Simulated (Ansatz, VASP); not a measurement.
**SiO2: VASP beside Ansatz**

Contents of INCAR:

```
SYSTEM = SiO2
PREC = Accurate ; ENCUT = 520
EDIFF = 1E-6 ; ISMEAR = 0
SIGMA = 0.05 ; LREAL = .False.
LASPH = .True. ; NELM = 80
ALGO = Normal ; ISIF = 2
LWAVE = .False. ; LCHARG = .True.
GGA = PE ; LELF = .True.
LVHAR = .True. ; NBANDS = 25
```

File KPOINTS:

```
Automatic mesh
0
Gamma
  6 6 8
  0 0 0
```

Contents of POSCAR:

```
SiO2
1.0
    4.1088000000      0.0000000000      0.0000000000
    0.0000000000      4.1088000000      0.0000000000
    0.0000000000      0.0000000000      2.5284000000
Si O
2 4
Direct
    0.5000000000      0.5000000000      0.5000000000
    0.0000000000      0.0000000000      0.0000000000
    0.6930127928      0.6930127928      0.0000000000
    0.1930127928      0.8069872072      0.5000000000
    0.3069872072      0.3069872072      0.0000000000
    0.8069872072      0.1930127928      0.5000000000
```

Input for Ansatz:

```yaml
crystal:
  lattice:
    - [4.1088, 0.0, 0.0]
    - [0.0, 4.1088, 0.0]
    - [0.0, 0.0, 2.5284]
  atoms:
    - { symbol: Si, position: [0.5, 0.5, 0.5] }
    - { symbol: Si, position: [0.0, 0.0, 0.0] }
    - { symbol: O, position: [0.6930127928, 0.6930127928, 0.0] }
    - { symbol: O, position: [0.1930127928, 0.8069872072, 0.5] }
    - { symbol: O, position: [0.3069872072, 0.3069872072, 0.0] }
    - { symbol: O, position: [0.8069872072, 0.1930127928, 0.5] }
basis:
  ecutwfc: 520.0
kpoints:
  mp_grid: { grid: [6, 6, 8] }
hamiltonian:
  xc: pbe
  pseudopotentials: { kind: paw, azcp: { folder: soft_1 } }
scf:
  occupations: { method: gaussian, width: 0.05 }
output:
  forces: true
  stress: true
  eigenvalues: true
```

Alike in both runs: task single point; functional PBE; k mesh 6 × 6 × 8; occupations gaussian, width 0.05 eV; no spin polarisation.

```csv
,VASP,Ansatz
version,VASP 6.6.1,Ansatz 0.2.0
potentials or method,"VASP PAW PBE potentials, release 64 (Si, O), cutoff 520 eV","scalar-relativistic, plane waves, PAW"
valence electrons in the cell,32,32
```

|  | VASP | Ansatz | Ansatz less VASP |
| --- | --- | --- | --- |
| gap on the k mesh at the Fermi level (eV) | 7.42 | 7.44 | +0.014 |
| least direct gap on the mesh (eV) | 7.42 | 7.44 | +0.014 |
| rms of the force components (eV/Å) | 0.456 | 0.438 | -0.0186 |

Atom by atom the forces differ by 0.019 eV/Å (rms over components).
